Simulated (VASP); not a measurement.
# LaScF2 (Fd-3m) in VASP: a series of runs

LaScF2 is run at these levels: PBE; tasks: single point.

Program: VASP 6.6.1. These are calculated values, not measurements. Logs are shortened: lines on timing, memory, paths and dates and some standing lists are left out, and cuts for length are marked.

## Step 1: The cell of the first run

The structure is cubic, space group Fd-3m (No. 227). The conventional cell has a = 8.213 Å, b = 8.213 Å, c = 8.213 Å, α = 90.00°, β = 90.00°, γ = 90.00°. La (site symmetry -43m) has 12 F at 3.40 Å and 4 La at 3.56 Å and 10 Sc at 3.56 to 4.11 Å within 4.5 Å. Sc (site symmetry -43m) has 4 F at 1.78 Å within 2.4 Å. F (site symmetry -3m) has 2 Sc at 1.78 Å within 2.4 Å.

## Step 2: Single point, PBE

INCAR

```
PREC     = Accurate       # precision mode
ENCUT    = 520            # plane-wave cutoff, eV
EDIFF    = 1E-7           # SCF threshold, eV
ISMEAR   = 0              # smearing method
SIGMA    = 0.1            # smearing width, eV
LREAL    = F              # projectors in reciprocal space
LASPH    = T              # aspherical terms in the spheres
NELM     = 80             # most SCF steps
ALGO     = Normal         # electronic algorithm
ISIF     = 2              # what is computed and relaxed
LWAVE    = F              # write WAVECAR
LCHARG   = F              # write CHGCAR
GGA      = PE             # functional
NBANDS   = 46             # bands
```

KPOINTS

```
regular mesh
0
Gamma
  4 4 4
```

POSCAR

```
LaScF2
1.0
    0.0000000000      4.1062623900      4.1062623900
    4.1062623900      0.0000000000      4.1062623900
    4.1062623900      4.1062623900      0.0000000000
La Sc F
2 2 4
Direct
    0.7500000000      0.7500000000      0.7500000000
    0.5000000000      0.5000000000      0.5000000000
    0.0000000000      0.0000000000      0.0000000000
    0.2500000000      0.2500000000      0.2500000000
    0.1250000000      0.1250000000      0.1250000000
    0.1250000000      0.1250000000      0.6250000000
    0.1250000000      0.6250000000      0.1250000000
    0.6250000000      0.1250000000      0.1250000000
```

Potentials or basis: VASP PAW PBE potentials, release 64 (La, Sc_sv, F).

The run is started by

```sh
cat potpaw_PBE.64/La/POTCAR potpaw_PBE.64/Sc_sv/POTCAR potpaw_PBE.64/F/POTCAR > POTCAR
mpirun -np 1 vasp_std > vasp.out
```

OUTCAR:

```text
PREC = Accurate
   ENCUT = 520
   EDIFF = 1E-7
   ISMEAR = 0
   LREAL = F
   LASPH = T
   NELM = 80
   ISIF = 2
   GGA = PE

 ion  position               nearest neighbor table
   1  0.750  0.750  0.750-   2 3.56   2 3.56   2 3.56   3 3.56   3 3.56   3 3.56   3 3.56   2 3.56

   2  0.500  0.500  0.500-   4 3.56   4 3.56   4 3.56   1 3.56   1 3.56   1 3.56   4 3.56   1 3.56

   3  0.000  0.000  0.000-   6 1.78   7 1.78   8 1.78   5 1.78   1 3.56   1 3.56   1 3.56   1 3.56

   4  0.250  0.250  0.250-   6 1.78   7 1.78   8 1.78   5 1.78   2 3.56   2 3.56   2 3.56   2 3.56

   5  0.125  0.125  0.125-   3 1.78   4 1.78
   6  0.125  0.125  0.625-   3 1.78   4 1.78
   7  0.125  0.625  0.125-   3 1.78   4 1.78
   8  0.625  0.125  0.125-   3 1.78   4 1.78

  LATTYP: Found a face centered cubic cell.
 ALAT       =     8.2125247800

  Lattice vectors:

 A1 = (   0.0000000000,   4.1062623900,   4.1062623900)
 A2 = (   4.1062623900,   0.0000000000,   4.1062623900)
 A3 = (   4.1062623900,   4.1062623900,   0.0000000000)

Analysis of symmetry for initial positions (statically):
=====================================================================
 Subroutine PRICEL returns:
 Original cell was already a primitive cell.

 Routine SETGRP: Setting up the symmetry group for a
 face centered cubic supercell.

 Subroutine GETGRP returns: Found 48 space group operations
 (whereof 24 operations were pure point group operations)
 out of a pool of 48 trial point group operations.

The static configuration has the point symmetry T_d .
 The point group associated with its full space group is O_h .

Analysis of symmetry for dynamics (positions and initial velocities):
=====================================================================
 Subroutine PRICEL returns:
 Original cell was already a primitive cell.

 Routine SETGRP: Setting up the symmetry group for a
 face centered cubic supercell.

 Subroutine GETGRP returns: Found 48 space group operations
 (whereof 24 operations were pure point group operations)
 out of a pool of 48 trial point group operations.

The dynamic configuration has the point symmetry T_d .
 The point group associated with its full space group is O_h .

 Subroutine INISYM returns: Found 48 space group operations
 (whereof 24 operations are pure point group operations),
 and found     1 'primitive' translations

----------------------------------------------------------------------------------------

                                     Primitive cell

  volume of cell :     138.4746

  direct lattice vectors                    reciprocal lattice vectors
     0.000000000  4.106262390  4.106262390    -0.121765234  0.121765234  0.121765234
     4.106262390  0.000000000  4.106262390     0.121765234 -0.121765234  0.121765234
     4.106262390  4.106262390  0.000000000     0.121765234  0.121765234 -0.121765234

  length of vectors
     5.807131963  5.807131963  5.807131963     0.210903572  0.210903572  0.210903572

  position of ions in fractional coordinates (direct lattice)
     0.750000000  0.750000000  0.750000000
     0.500000000  0.500000000  0.500000000
     0.000000000  0.000000000  0.000000000
     0.250000000  0.250000000  0.250000000
     0.125000000  0.125000000  0.125000000
     0.125000000  0.125000000  0.625000000
     0.125000000  0.625000000  0.125000000
     0.625000000  0.125000000  0.125000000

  ion indices of the primitive-cell ions
   primitive index   ion index
                 1           1
                 2           2
                 3           3
                 4           4
                 5           5
                 6           6
                 7           7
                 8           8

----------------------------------------------------------------------------------------

 KPOINTS: regular mesh

Automatic generation of k-mesh.
 Grid dimensions read from file:
 generate k-points for:    4    4    4

 Generating k-lattice:

  Cartesian coordinates                     Fractional coordinates (reciprocal lattice)
    -0.030441308  0.030441308  0.030441308     0.250000000  0.000000000  0.000000000
     0.030441308 -0.030441308  0.030441308     0.000000000  0.250000000  0.000000000
     0.030441308  0.030441308 -0.030441308     0.000000000  0.000000000  0.250000000

  Length of vectors
     0.052725893  0.052725893  0.052725893

  Shift w.r.t. Gamma in fractional coordinates (k-lattice)
     0.000000000  0.000000000  0.000000000

 Subroutine IBZKPT returns following result:
 ===========================================

 Found      8 irreducible k-points:

 Following reciprocal coordinates:
            Coordinates               Weight
  0.000000  0.000000  0.000000      1.000000
  0.250000  0.000000  0.000000      8.000000
  0.500000  0.000000  0.000000      4.000000
  0.250000  0.250000  0.000000      6.000000
  0.500000  0.250000  0.000000     24.000000
 -0.250000  0.250000  0.000000     12.000000
  0.500000  0.500000  0.000000      3.000000
 -0.250000  0.500000  0.250000      6.000000
   k-points           NKPTS =      8   k-points in BZ     NKDIM =      8   number of bands    NBANDS=     46
   number of dos      NEDOS =    301   number of ions     NIONS =      8
   total plane-waves  NPLWV = 110592
   dimension x,y,z NGX =    48 NGY =   48 NGZ =   48
   dimension x,y,z NGXF=    96 NGYF=   96 NGZF=   96
   ions per type =               2   2   4
   NGX,Y,Z   is equivalent  to a cutoff of  13.74, 13.74, 13.74 a.u.
   NGXF,Y,Z  is equivalent  to a cutoff of  27.48, 27.48, 27.48 a.u.
 SYSTEM =  unknown system
   PREC   = accura    normal or accurate (medium, high low for compatibility)
   ISTART =      0    job   : 0-new  1-cont  2-samecut
   ICHARG =      2    charge: 1-file 2-atom 10-const
   ISPIN  =      1    spin polarized calculation?
   LNONCOLLINEAR =      F non collinear calculations
   LSORBIT =      F    spin-orbit coupling
   LASPH  =      T    aspherical Exc in radial PAW
   ENCUT  =  520.0 eV  38.22 Ry    6.18 a.u.  10.80 10.80 10.80*2*pi/ulx,y,z
   NELM   =     80;   NELMIN=  2; NELMDL= -5     # of ELM steps
   EDIFF  = 0.1E-06   stopping-criterion for ELM
   LREAL  =      F    real-space projection
   EDIFFG = 0.1E-05   stopping-criterion for IOM
   NSW    =      0    number of steps for IOM
   IBRION =     -1    ionic relax: 0-MD 1-quasi-New 2-CG
   NFREE  =      0    steps in history (QN), initial steepest desc. (CG)
   ISIF   =      2    stress and relaxation
   ISYM   =      2    0-nonsym 1-usesym 2-fastsym
   POTIM  = 0.5000    time-step for ionic-motion
   TEBEG  =    0.0;   TEEND  =   0.0 temperature during run
   PSTRESS=    0.0 pullay stress
   NELECT =      72.0000    total number of electrons
   NUPDOWN=      -1.0000    fix difference up-down
   EMIN   =  10.00;   EMAX   =-10.00  energy-range for DOS
   EFERMI =   0.00;   METHOD = LEGACY
   ISMEAR =     0;   SIGMA  =   0.10  broadening in eV -4-tet -1-fermi 0-gaus
   EFERMI_NEDOS =   21; number of points for ismear=-14 and -15
   IALGO  =     38    algorithm
   IMIX   =      4    mixing-type and parameters
     AMIX     =   0.40;   BMIX     =  1.00
     AMIX_MAG =   1.60;   BMIX_MAG =  1.00
  volume/ion in A,a.u.               =      17.31       116.81
  Fermi-wavevector in a.u.,A,eV,Ry     =   1.316424  2.487680 23.578500  1.732971
  Thomas-Fermi vector in A             =   2.446537
   LORBIT       =      0    0 simple, 1 ext, 2 COOP (PROOUT), +10 PAW based schemes
   GGA     = PE    functional components
   LHFCALC =     F    Hartree Fock is set to
   AEXX    =    0.0000 exact exchange contribution
   IVDW    =     0    specifies the selected vdW correction
   LEPSILON=     F    determine dielectric tensor
   LRPA    =     F    only Hartree local field effects (RPA)
 non-spin polarized calculation
 Gauss-broadening in eV      SIGMA  =   0.10
  energy-cutoff  :      520.00
  volume of cell :      138.47
 maximum number of plane-waves:      3750
 NGX is ok and might be reduce to    48
   NGX = 21   NGY = 21   NGZ = 21

 number of electron      71.9999982 magnetization

 Free energy of the ion-electron system (eV)
  ---------------------------------------------------
  ext. energy  EPLUGINS =         0.00000000
  ---------------------------------------------------
  free energy    TOTEN  =       -38.14710866 eV

  energy without entropy =      -38.11903272  energy(sigma->0) =      -38.13307069

 E-fermi :   8.0624     XC(G=0): -10.2830

 val. band max:        8.0540767327   @ k =   0.2500   0.0000   0.0000
 cond. band min:       8.1299787982   @ k =   0.5000   0.2500   0.0000
 fundamental gap:      0.0759020655
 Fermi energy:         8.0623846183

 k-point     1 :       0.0000    0.0000    0.0000
  band No.  band energies     occupation
      1     -43.4937      2.00000
      2     -43.4215      2.00000
      3     -24.9655      2.00000
      4     -24.7255      2.00000
      5     -24.2305      2.00000
      6     -24.2305      2.00000
[... 38 lines left out ...]
     45       9.5440      0.00000
     46       9.5840      0.00000

 k-point     2 :       0.2500    0.0000    0.0000
  band No.  band energies     occupation
      1     -43.4862      2.00000
      2     -43.4291      2.00000
      3     -24.9427      2.00000
      4     -24.7510      2.00000
      5     -24.2339      2.00000
      6     -24.2339      2.00000
[... 38 lines left out ...]
     45       9.5540      0.00000
     46       9.5825      0.00000

 k-point     3 :       0.5000    0.0000    0.0000
  band No.  band energies     occupation
      1     -43.4757      2.00000
      2     -43.4396      2.00000
      3     -24.9118      2.00000
      4     -24.7862      2.00000
      5     -24.2375      2.00000
      6     -24.2375      2.00000
[... 38 lines left out ...]
     45       9.4600      0.00000
     46       9.4681      0.00000

 k-point     4 :       0.2500    0.2500    0.0000
  band No.  band energies     occupation
      1     -43.4832      2.00000
      2     -43.4321      2.00000
      3     -24.9323      2.00000
      4     -24.7614      2.00000
      5     -24.2376      2.00000
      6     -24.2376      2.00000
[... 38 lines left out ...]
     45       9.5607      0.00000
     46       9.5637      0.00000

 k-point     5 :       0.5000    0.2500    0.0000
  band No.  band energies     occupation
      1     -43.4705      2.00000
      2     -43.4449      2.00000
      3     -24.8935      2.00000
      4     -24.8048      2.00000
      5     -24.2411      2.00000
      6     -24.2375      2.00000
[... 38 lines left out ...]
     45       9.4837      0.00000
     46       9.5514      0.00000

 k-point     6 :      -0.2500    0.2500    0.0000
  band No.  band energies     occupation
      1     -43.4757      2.00000
      2     -43.4396      2.00000
      3     -24.9113      2.00000
      4     -24.7864      2.00000
      5     -24.2375      2.00000
      6     -24.2361      2.00000
[... 38 lines left out ...]
     45       9.4781      0.00000
     46       9.4939      0.00000

 k-point     7 :       0.5000    0.5000    0.0000
  band No.  band energies     occupation
      1     -43.4577      2.00000
      2     -43.4577      2.00000
      3     -24.8482      2.00000
      4     -24.8482      2.00000
      5     -24.2447      2.00000
      6     -24.2447      2.00000
[... 38 lines left out ...]
     45       9.6120      0.00000
     46       9.6125      0.00000

 k-point     8 :      -0.2500    0.5000    0.2500
  band No.  band energies     occupation
      1     -43.4577      2.00000
      2     -43.4577      2.00000
      3     -24.8503      2.00000
      4     -24.8503      2.00000
      5     -24.2394      2.00000
      6     -24.2394      2.00000
[... 38 lines left out ...]
     45       9.4120      0.00000
     46       9.4184      0.00000

------------------------ aborting loop because EDIFF is reached ----------------------------------------

  FORCE on cell =-STRESS in cart. coord.  units (eV):
  Direction    XX          YY          ZZ          XY          YZ          ZX
  --------------------------------------------------------------------------------------
  -------------------------------------------------------------------------------------
  Total       34.0322303     34.0322303     34.0322303      0.0000000      0.0000000      0.0000000
  in kB      393.7593747    393.7593747    393.7593747      0.0000000      0.0000000      0.0000000
  external PRESSURE =     393.7593747 kB  Pullay stress =       0.0000000 kB

 VOLUME and BASIS-vectors are now :
 -----------------------------------------------------------------------------
  energy-cutoff  :      520.00
  volume of cell :      138.47
      direct lattice vectors                 reciprocal lattice vectors
     0.000000000  4.106262390  4.106262390    -0.121765234  0.121765234  0.121765234
     4.106262390  0.000000000  4.106262390     0.121765234 -0.121765234  0.121765234
     4.106262390  4.106262390  0.000000000     0.121765234  0.121765234 -0.121765234

 POSITION                                       TOTAL-FORCE (eV/Angst)
 -----------------------------------------------------------------------------------
      6.15939      6.15939      6.15939         0.000000      0.000000      0.000000
      4.10626      4.10626      4.10626        -0.000000     -0.000000     -0.000000
      0.00000      0.00000      0.00000        -0.000000     -0.000000     -0.000000
      2.05313      2.05313      2.05313         0.000000      0.000000      0.000000
      1.02657      1.02657      1.02657         0.000000     -0.000000     -0.000000
      3.07970      3.07970      1.02657         0.000000     -0.000000     -0.000000
      3.07970      1.02657      3.07970         0.000000     -0.000000     -0.000000
      1.02657      3.07970      3.07970         0.000000     -0.000000     -0.000000
 -----------------------------------------------------------------------------------
    total drift:                                0.000000      0.000000      0.000000

  FREE ENERGIE OF THE ION-ELECTRON SYSTEM (eV)
  ---------------------------------------------------
  free  energy   TOTEN  =       -38.1471086649 eV

  energy  without entropy=      -38.1190327219  energy(sigma->0) =      -38.13307069
```

Wall time 2.9 min (1 thread of Intel Xeon Platinum 8375C at 2.90GHz (Ice Lake), shared host); peak memory 0.35 GiB.

Results:

```
Free energy            : -38.1471 eV
Pressure               : 39.4 GPa
Band gap on the k mesh : zero (band 36 reaches 8.26 eV, above the bottom of band 37 at 7.95 eV)
```

Levels at points of the mesh, in eV from the Fermi level:
```tsv
k point	band 33	band 34	band 35	band 36	band 37	band 38	band 39	band 40
(0.00, 0.00, 0.00)	-2.50	-0.28	-0.28	-0.28	0.12	0.12	0.23	0.23
(0.50, 0.00, 0.00)	-0.81	-0.51	-0.20	-0.20	0.11	0.11	0.38	0.51
(0.50, 0.50, 0.00)	-0.77	-0.77	-0.15	-0.15	0.18	0.18	0.68	0.68
```

Caveat: spin-orbit coupling is left out, which moves the levels of the heavy elements.

(Continued in part 2 of 2.)
